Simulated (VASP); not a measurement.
A run of VASP 6.6.1:

Contents of INCAR:

```
PREC     = Accurate       # precision mode
ENCUT    = 520            # plane-wave cutoff, eV
EDIFF    = 1E-7           # SCF threshold, eV
ISMEAR   = -1             # smearing method
SIGMA    = 0.05           # smearing width, eV
LREAL    = Auto         
LASPH    = True           # aspherical terms in the spheres
NELM     = 80             # most SCF steps
ALGO     = Normal         # electronic algorithm
ISIF     = 2              # what is computed and relaxed
LWAVE    = False          # write WAVECAR
LCHARG   = False          # write CHGCAR
NELECT   = 142.0        
NBANDS   = 86             # bands
```

KPOINTS

```
Automatic mesh
0
Gamma
  2 1 1
```

The input POSCAR:

```
Li7Bi4O10
1.0
    5.5408080000      0.0000000000      0.0000000000
    2.3950820000      7.3086210000      0.0000000000
    2.6663980000     -0.7694030000      7.4825980000
Li Bi O
7 4 10
Direct
    0.2393798809      0.2252499410      0.5934035211
    0.1478136514      0.0026344464      0.3133002735
   -0.0112321201      0.5910883577      0.5907707457
   -0.1586087997      0.6694931006      1.1134234393
    0.9525047495      0.3485583550      0.3453078730
    0.8684892843      1.0003324707      0.6011815682
    0.6552431433      0.8261839911      0.4803278220
    0.3865543635      0.8548578251      0.8954109255
    0.3489850658      0.5919337832      0.2511293537
    0.5657872740      0.4270947800      0.7413200602
    0.7265814977      0.1123231172      0.0911448136
    0.7374576583      0.4559377648      0.9443377821
    0.3248335087      0.4321788645      0.4772941163
    0.4770137578      0.0331115449      0.6995030336
    0.0284680903      0.8217682956      0.4248658020
    0.9913300431      0.8429761120      0.9030286005
    0.0492777337      0.1112908788      0.1576324159
    0.9265242929      0.2267349200      0.5812553340
    0.5720128926      0.9163970199      0.2245877702
    0.6480506845      0.6785354244      0.6403123621
    0.0608946846      0.5158534783      0.1994761712
```

Potentials or basis: VASP PAW LDA potentials, release 64 (Li_sv, Bi_d, O).

The run is started by

```bash
$ cat potpaw_LDA.64/Li_sv/POTCAR potpaw_LDA.64/Bi_d/POTCAR potpaw_LDA.64/O/POTCAR > POTCAR
$ mpirun -np 1 vasp_std > vasp.out
```

Hardware: 1 thread of Intel Xeon 8259CL, with other jobs on the host.

**Question.** Estimate the wall time of this run.

**Answer.** It took 2.9 min on 1 thread of Intel Xeon 8259CL (shared host), peak memory 0.3 GiB. Counts: scf iterations 18, k points 2.
